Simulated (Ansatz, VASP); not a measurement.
**One calculation of Ta3N, two programs**

INCAR

```
PREC = Accurate
ENCUT = 600
EDIFF = 1E-6
ISMEAR = 0
SIGMA = 0.1
LREAL = F
LASPH = T
NELM = 100
ALGO = Normal
ISIF = 3
LWAVE = F
LCHARG = F
GGA = PE
IBRION = 2
NSW = 90
EDIFFG = -0.04
```

KPOINTS

```
Automatic mesh
0
Gamma
  4 4 4
```

File POSCAR:

```
Ta3N
1.0
    3.8993387023      0.0000000000      0.0000000000
    0.0000000000      3.8993387023      0.0000000000
    0.0000000000      0.0000000000      3.8993387023
Ta N
3 1
Direct
    0.0000000000      0.5000000000      0.5000000000
    0.5000000000      0.0000000000      0.5000000000
    0.5000000000      0.5000000000      0.0000000000
    0.0000000000      0.0000000000      0.0000000000
```

Input for Ansatz:

```yaml
crystal:
  lattice:
    - [3.8993387023, 0.0, 0.0]
    - [0.0, 3.8993387023, 0.0]
    - [0.0, 0.0, 3.8993387023]
  atoms:
    - { symbol: Ta, position: [0.0, 0.5, 0.5] }
    - { symbol: Ta, position: [0.5, 0.0, 0.5] }
    - { symbol: Ta, position: [0.5, 0.5, 0.0] }
    - { symbol: "N", position: [0.0, 0.0, 0.0] }
basis:
  ecutwfc: 420
kpoints:
  mp_grid: { grid: [4, 4, 4] }
hamiltonian:
  xc: pbe
scf:
  occupations: { method: gaussian, width: 0.1 }
  lower_state_search: "off"
output:
  forces: true
  stress: true
  eigenvalues: true
relax:
  adjacent_minimum: "off"
  f_tol: 0.04
  max_steps: 70
  cell: { stress_tol: 0.4 }
```

Alike in both runs: task relaxation of cell and atoms; functional PBE; k mesh 4 × 4 × 4; occupations gaussian, width 0.1 eV; no spin polarisation.

|  | VASP | Ansatz |
| --- | --- | --- |
| version | VASP 6.6.1 | Ansatz 0.2.0 |
| potentials or method | VASP PAW PBE potentials, release 64 (Ta_pv, N), cutoff 600 eV | scalar-relativistic, plane waves, PAW |
| valence electrons in the cell | 38 | 44 |

|  | VASP | Ansatz | Ansatz less VASP |
| --- | --- | --- | --- |
| gap on the k mesh at the Fermi level, each at its own relaxed structure (eV) | none | none | - |
| relaxed volume (Å³/atom) | 15.68 | 15.64 | -0.041 |
| relaxed cell length with the largest relative difference (Å) | 3.973 | 3.970 | -0.0035 |

A gap of «none» marks a metal or a gap that the smearing closes. VASP's potentials hold 38 valence electrons a cell and Ansatz's 44, so a difference there can come from the potentials and not from the codes.

The k mesh is coarse, so the values compare programs but aren't converged. Neither program's run includes spin-orbit coupling.
